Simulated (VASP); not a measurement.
Input of a VASP 6.6.1 run:

Contents of INCAR:

```
PREC     = Accurate       # precision mode
ENCUT    = 520            # plane-wave cutoff, eV
EDIFF    = 1E-6           # SCF threshold, eV
ISMEAR   = -1             # smearing method
SIGMA    = 0.05           # smearing width, eV
LREAL    = Auto         
LASPH    = T              # aspherical terms in the spheres
NELM     = 100            # most SCF steps
ALGO     = Fast           # electronic algorithm
ISIF     = 2              # what is computed and relaxed
LWAVE    = F              # write WAVECAR
LCHARG   = F              # write CHGCAR
GGA      = CA             # functional
NBANDS   = 64             # bands
NELECT   = 94.0
```

KPOINTS

```
regular mesh
0
Gamma
  2 2 2
```

POSCAR

```
Li15O8
1.0
    0.0000000000      4.7022000000      4.7022000000
    4.7022000000      0.0000000000      4.7022000000
    4.7022000000      4.7022000000      0.0000000000
Li O
15 8
Direct
    0.2042022883      0.0954446855      0.1382969674
    0.1932287015      0.1240908511      0.5536770023
    0.4131576709      0.3767066480      0.8021032708
    0.4351048445      0.4543086215      0.2577623240
    0.5274020671      0.8219237804      0.3539513419
    0.0478286759      0.7242992642      0.5309004296
    0.3736761516      0.9514695249      0.7814214623
    0.6619773723      0.1571498448      0.0764429416
    0.9176555655      0.4000467866      0.2888860533
    0.7298392242      0.0751669431      0.5447981796
    1.1472395900      0.3486559483      0.7002785930
    0.6864233763      0.6563736124      0.0675003190
    1.1422525626      0.7453957722      0.0673514525
    0.7133894773      0.5965505508      0.5806431032
    0.8733146187      1.0395134193      0.7972438433
    0.0638318234      0.0805686700     -0.0785908724
    0.0469248437      0.0105376207      0.4539470886
    0.0359725235      0.4951405725     -0.0796754711
    0.0309642295      0.5174386457      0.4411764706
    0.5970715835     -0.0060078261     -0.0102824210
    0.5136319170      0.0430862150      0.4832844201
    0.5066139254      0.5328782272     -0.0648207222
    0.5977627494      0.5076559908      0.4226106929
```

Potentials or basis: VASP PAW LDA potentials, release 64 (Li_sv, O).

The run is started by

```bash
$ cat potpaw_LDA.64/Li_sv/POTCAR potpaw_LDA.64/O/POTCAR > POTCAR
$ mpirun -np 1 vasp_std > vasp.out
```

(1) Estimate the largest force.

Answers

(1) 2.759 eV/Å.

Caveat: the k points lie up to 0.58 Å⁻¹ apart; the cell carries a net charge on a neutralising background, which shifts energy and pressure; the atoms stand as in a frame of molecular dynamics.
